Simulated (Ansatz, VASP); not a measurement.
Two plane-wave programs on ZnO

The input INCAR:

```
ALGO = Normal
EDIFF = 1E-6
ENCUT = 600
GGA = PS
GGA_COMPAT = False
ISIF = 2
ISMEAR = 0
LASPH = True
LCHARG = False
LREAL = False
LWAVE = False
NBANDS = 26
NELM = 120
PREC = Accurate
SIGMA = 0.1
```

Contents of KPOINTS:

```
k-points
0
Gamma
  6 6 4
```

POSCAR

```
ZnO
1.0
    3.2373510200      0.0000000000      0.0000000000
   -1.6186755100      2.8036282300      0.0000000000
    0.0000000000      0.0000000000      5.2220613000
Zn O
2 2
Direct
    0.6666666700      0.3333333300      0.5005917000
    0.3333333300      0.6666666700      0.0005917000
    0.6666666700      0.3333333300      0.8797183000
    0.3333333300      0.6666666700      0.3797183000
```

Input for Ansatz:

```yaml
crystal:
  lattice:
    - [3.23735102, 0.0, 0.0]
    - [-1.61867551, 2.80362823, 0.0]
    - [0.0, 0.0, 5.2220613]
  atoms:
    - { symbol: Zn, position: [0.66666667, 0.33333333, 0.5005917] }
    - { symbol: Zn, position: [0.33333333, 0.66666667, 0.0005917] }
    - { symbol: O, position: [0.66666667, 0.33333333, 0.8797183] }
    - { symbol: O, position: [0.33333333, 0.66666667, 0.3797183] }
basis:
  ecutwfc: 420
kpoints:
  mp_grid: { grid: [6, 6, 4] }
hamiltonian:
  xc: pbesol
  pseudopotentials: { kind: paw }
scf:
  occupations: { method: gaussian, width: 0.1 }
output:
  forces: true
  stress: true
  eigenvalues: true
```

Alike in both runs: task single point; functional PBEsol; k mesh 6 × 6 × 4; occupations gaussian, width 0.1 eV; no spin polarisation.

|  | VASP | Ansatz |
| --- | --- | --- |
| version | VASP 6.6.1 | Ansatz 0.2.0 |
| potentials or method | VASP PAW PBE potentials, release 64 (Zn, O), cutoff 600 eV | scalar-relativistic, plane waves, PAW |
| valence electrons in the cell | 36 | 36 |

|  | VASP | Ansatz | Ansatz less VASP |
| --- | --- | --- | --- |
| gap on the k mesh at the Fermi level (eV) | 0.68 | 0.70 | +0.014 |
| least direct gap on the mesh (eV) | 0.68 | 0.70 | +0.014 |
| pressure (GPa) | -0.3 | -0.9 | -0.58 |

VASP's potentials were made for PBE, not for PBEsol. The functional is the same, so the differences come from potentials, cutoffs and numerics.
